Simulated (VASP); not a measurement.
A run of VASP 6.6.1:

Contents of POSCAR:

```
Cr
1.0
   -1.4643870875      1.4643870875      1.4643870875
    1.4643870875     -1.4643870875      1.4643870875
    1.4643870875      1.4643870875     -1.4643870875
Cr
1
Direct
    0.0000000000      0.0000000000      0.0000000000
```

INCAR.step1

```
PREC = Accurate
ENCUT = 400
EDIFF = 1E-5
ISMEAR = -1
SIGMA = 0.05
LREAL = F
LASPH = T
NELM = 200
ALGO = Normal
ISIF = 2
LWAVE = T
LCHARG = F
ISPIN = 2
MAGMOM = 3
LORBIT = 11
LMAXMIX = 4
NBANDS = 16
GGA = PE
GGA_COMPAT = F
```

Contents of INCAR.step2:

```
PREC = Accurate
ENCUT = 400
EDIFF = 1E-6
ISMEAR = -1
SIGMA = 0.05
LREAL = F
LASPH = T
NELM = 200
ALGO = Normal
ISIF = 2
LWAVE = F
LCHARG = F
ISPIN = 2
MAGMOM = 3
LORBIT = 11
LMAXMIX = 4
GGA = PE
LHFCALC = T
AEXX = 0.25
HFSCREEN = 0.3
PRECFOCK = Normal
NBANDS = 16
ISTART = 1
GGA_COMPAT = F
```

KPOINTS

```
regular mesh
0
Gamma
  6 6 6
```

Potentials or basis: VASP PAW PBE potentials, release 64 (Cr_pv).

The run is started by

```bash
$ cat potpaw_PBE.64/Cr_pv/POTCAR > POTCAR
$ cp INCAR.step1 INCAR
$ mpirun -np 1 vasp_std > vasp.out
$ cp INCAR.step2 INCAR
$ mpirun -np 1 vasp_std > vasp.out
```

Hardware: 1 thread of Oxide Virtual Turin-like Processor, on a shared host.

Q: How long does it take, and how much memory?

A: It took 34 min on 1 thread of Oxide Virtual Turin-like Processor (shared host), peak memory 0.19 GiB. Counts: k points 16.
